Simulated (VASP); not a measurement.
# Si2Mo (I4/mmm) in VASP: further runs, part 2 of 2

VASP 6.6.1.

**5. Relaxation of shape and atoms at fixed volume, r2SCAN (13.89 Å³/atom)**

This run uses another cell than the first one, of 13.89 Å³/atom.

Contents of POSCAR:

```
Si2Mo
1.0
   -1.6231317829      1.6231317829      3.9555299685
    1.6231317829     -1.6231317829      3.9555299685
    1.6231317829      1.6231317829     -3.9555299685
Si Mo
2 1
Direct
    0.3358127113      0.3358127113      0.0000000000
    0.6641872887      0.6641872887      0.0000000000
    0.0000000000      0.0000000000      0.0000000000
```

Contents of INCAR.step1:

```
SYSTEM = Si2Mo
PREC = Accurate
ENCUT = 600
ISMEAR = 0
SIGMA = 0.05
LREAL = .False.
LASPH = .True.
NELM = 100
GGA = PE
ALGO = Normal
EDIFF = 1E-4
LWAVE = .True.
LCHARG = .False.
```

Contents of INCAR.step2:

```
SYSTEM = Si2Mo
PREC = Accurate
ENCUT = 600
EDIFF = 1E-6
ISMEAR = 0
SIGMA = 0.05
LREAL = .False.
LASPH = .True.
NELM = 100
ALGO = Normal
ISIF = 4
LWAVE = .False.
LCHARG = .False.
METAGGA = R2SCAN
LMIXTAU = .True.
IBRION = 2
NSW = 60
EDIFFG = -0.01
ISTART = 1
```

Contents of KPOINTS:

```
Automatic mesh
0
Gamma
  10 10 10
  0 0 0
```

Potentials or basis: VASP PAW PBE potentials, release 64 (Si, Mo_sv).

Command:

```console
$ cat potpaw_PBE.64/Si/POTCAR potpaw_PBE.64/Mo_sv/POTCAR > POTCAR
$ cp INCAR.step1 INCAR
$ mpirun -np 1 vasp_std > vasp.out
$ cp INCAR.step2 INCAR
$ mpirun -np 1 vasp_std > vasp.out
```

OUTCAR:

```text
SYSTEM = Si2Mo
   PREC = Accurate
   ENCUT = 600
   EDIFF = 1E-6
   ISMEAR = 0
   LREAL = .False.
   LASPH = .True.
   NELM = 100
   ISIF = 4
   METAGGA = R2SCAN
   IBRION = 2
   NSW = 60
   EDIFFG = -0.01
   ISTART = 1

 ion  position               nearest neighbor table
   1  0.336  0.336  0.000-   2 2.60   3 2.64   3 2.64   3 2.64   3 2.64   3 2.66   2 2.67   2 2.67
                             2 2.67   2 2.67
   2  0.664  0.664  0.000-   1 2.60   3 2.64   3 2.64   3 2.64   3 2.64   3 2.66   1 2.67   1 2.67
                             1 2.67   1 2.67
   3  0.000  0.000  0.000-   2 2.64   2 2.64   2 2.64   1 2.64   2 2.64   1 2.64   1 2.64   1 2.64
                             1 2.66   2 2.66

  LATTYP: Found a body centered tetragonal cell.
 ALAT       =     3.2462635658
 C/A-ratio  =     2.4369740092

  Lattice vectors:

 A1 = (  -1.6231317829,   1.6231317829,   3.9555299685)
 A2 = (   1.6231317829,  -1.6231317829,   3.9555299685)
 A3 = (   1.6231317829,   1.6231317829,  -3.9555299685)

Analysis of symmetry for initial positions (statically):
=====================================================================
 Subroutine PRICEL returns:
 Original cell was already a primitive cell.

 Routine SETGRP: Setting up the symmetry group for a
 body centered tetragonal supercell.

 Subroutine GETGRP returns: Found 16 space group operations
[... 280 lines left out ...]
 number of electron      21.9999999 magnetization

 Free energy of the ion-electron system (eV)
  ---------------------------------------------------
  ext. energy  EPLUGINS =         0.00000000
  ---------------------------------------------------
  free energy    TOTEN  =       -44.97815146 eV

  energy without entropy =      -44.97787326  energy(sigma->0) =      -44.97801236

 E-fermi :  11.6034     XC(G=0): -13.1971

 val. band max:       11.5998838858   @ k =  -0.4000   0.5000   0.4000
 cond. band min:      11.8575565984   @ k =  -0.4000   0.4000   0.4000
 fundamental gap:      0.2576727126
 Fermi energy:        11.6034030745

 k-point     1 :       0.0000    0.0000    0.0000
  band No.  band energies     occupation
      1     -50.9489      2.00000
      2     -24.3586      2.00000
      3     -24.2987      2.00000
      4     -24.2987      2.00000
      5      -2.1531      2.00000
      6       5.1779      2.00000
      7       8.2386      2.00000
      8       8.7860      2.00000
      9       9.0168      2.00000
     10       9.0168      2.00000
     11      12.0131      0.00000
     12      14.9326      0.00000
     13      15.1853      0.00000
     14      15.1853      0.00000
[... 401 lines left out ...]
      2     -24.4914      2.00000
      3     -24.4262      2.00000
      4     -24.3269      2.00000
      5       2.0178      2.00000
      6       3.1516      2.00000
      7       5.8312      2.00000
      8       7.7246      2.00000
      9       8.6234      2.00000
     10       9.3792      2.00000
     11       9.7589      2.00000
     12      12.3977      0.00000
     13      13.3773      0.00000
     14      15.1348      0.00000
     15      16.7807      0.00000

 [... further k-points ...]

------------------------ aborting loop because EDIFF is reached ----------------------------------------

  FORCE on cell =-STRESS in cart. coord.  units (eV):
  Direction    XX          YY          ZZ          XY          YZ          ZX
  --------------------------------------------------------------------------------------
  -------------------------------------------------------------------------------------
  Total       -1.9481579     -1.9481579     -1.9469091      0.0000000      0.0000000      0.0000000
  in kB      -74.8794266    -74.8794266    -74.8314280      0.0000000      0.0000000      0.0000000
  external PRESSURE =     -74.8634271 kB  Pullay stress =       0.0000000 kB
[... 18 lines left out ...]
  FREE ENERGIE OF THE ION-ELECTRON SYSTEM (eV)
  ---------------------------------------------------
  free  energy   TOTEN  =       -44.9781514570 eV

  energy  without entropy=      -44.9778732554  energy(sigma->0) =      -44.97801236

 reached required accuracy - stopping structural energy minimisation
```

It took 10 min on 1 thread of Intel Xeon Platinum 8559C (Emerald Rapids), shared host; peak memory 0.31 GiB.

Results:

* Free energy: -44.9782 eV
* Energy gained by relaxing: 0.1 meV/atom
* Ionic steps: 4
* Pressure after relaxing: -7.5 GPa
* Band gap on the k mesh: zero (bands 11 and 12 overlap by 0.96 eV)

Step by step:
```tsv
step	energy change (eV)	largest force (eV/Å)	pressure (GPa)	volume (Å³)
1	0.0000	0.0484	-7.57	41.68
2	-0.0002	0.0007	-7.47	41.68
3	-0.0002	0.0135	-7.50	41.68
4	-0.0002	0.0008	-7.49	41.68
```

Final structure:
```
CELL_PARAMETERS angstrom
-1.62395 1.62395 3.95156
1.62395 -1.62395 3.95156
1.62395 1.62395 -3.95156
ATOMIC_POSITIONS crystal
Si 0.33612 0.33612 0.00000
Si 0.66388 0.66388 0.00000
Mo 0.00000 0.00000 0.00000
```

Levels at points of the mesh, in eV from the Fermi level:
```tsv
k point	band 7	band 8	band 9	band 10	band 11	band 12	band 13	band 14	band 15
(0.00, 0.00, 0.00)	-3.36	-2.82	-2.59	-2.59	0.41	3.33	3.58	3.58	3.72
(0.50, 0.00, 0.00)	-4.95	-4.59	-2.60	-2.40	-0.40	2.48	3.31	4.27	4.47
(0.50, 0.50, 0.00)	-5.71	-5.25	-4.44	-2.96	-1.32	2.55	2.95	3.45	3.64
(0.50, 0.50, 0.50)	-3.31	-2.01	-0.47	-0.47	-0.47	-0.47	0.55	5.18	5.42
```

Caveat: the PAW data sets were made with another functional, which shifts forces and pressure a little.

**6. Summary**

| level | cell | gap on the mesh (eV) | pressure (GPa) |
| --- | --- | --- | --- |
| revPBE | relaxed from a = 4.529 Å, angles 138.6, 138.6, 60.0°, 3 atoms, atomic positions A | none | 4.4 |
| revPBE | relaxed from a = 4.529 Å, angles 138.5, 138.5, 60.1°, 3 atoms, atomic positions B | none | 4.1 |
| r2SCAN+D4 | relaxed from a = 4.561 Å, angles 138.4, 138.4, 60.2°, 3 atoms, atomic positions C | none | -7.7 |
| r2SCAN | relaxed from a = 4.573 Å, angles 138.4, 138.4, 60.3°, 3 atoms, atomic positions D | none | -7.5 |

Alike in all rows: task relaxation of shape and atoms at fixed volume; potentials or basis VASP PAW PBE potentials, release 64 (Si, Mo_sv); no spin polarisation; k mesh 10 × 10 × 10; cutoff (eV) 600; smearing gaussian 0.05 eV.

Caveats: the PAW data sets were made with another functional, which shifts forces and pressure a little.

Total energies depend on the potentials used, so only differences within one code and one set of settings carry meaning.

The gap in the log of VASP goes by the Fermi energy; the results here count the filled bands.